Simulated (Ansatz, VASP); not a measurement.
**One calculation of Te2Mo, two programs**

```xyz
3
Lattice="3.4145 0.0000 0.0000 -1.7073 2.9571 0.0000 0.0000 0.0000 17.6776" Properties=species:S:1:pos:R:3 pbc="T T T"
Te    0.0000    1.9714   15.8619
Te    0.0000    1.9714    1.8157
Mo    0.0000    0.0000    0.0000
```

Alike in both runs: task single point; functional LDA; k mesh 12 × 12 × 2; occupations gaussian, width 0.02 eV; no spin polarisation.

|  | VASP | Ansatz |
| --- | --- | --- |
| version | VASP 6.6.1 | Ansatz 0.2.0 |
| potentials or method | VASP PAW LDA potentials, release 64 (Te, Mo_sv), cutoff 520 eV | scalar-relativistic, plane waves, PAW |
| valence electrons in the cell | 26 | 46 |

|  | VASP | Ansatz | Ansatz less VASP |
| --- | --- | --- | --- |
| gap on the k mesh at the Fermi level (eV) | 1.26 | 1.26 | -0.006 |
| least direct gap on the mesh (eV) | 1.38 | 1.38 | -0.001 |
| rms of the force components (eV/Å) | 0.027 | 0.000 | -0.0265 |

LDA's correlation is that of Perdew and Zunger in VASP and of Perdew and Wang (1992) in Ansatz. Atom by atom the forces differ by 0.027 eV/Å (rms over components). VASP's potentials hold 26 valence electrons a cell and Ansatz's 46, so a difference there can come from the potentials and not from the codes.

Spin-orbit coupling is off throughout.
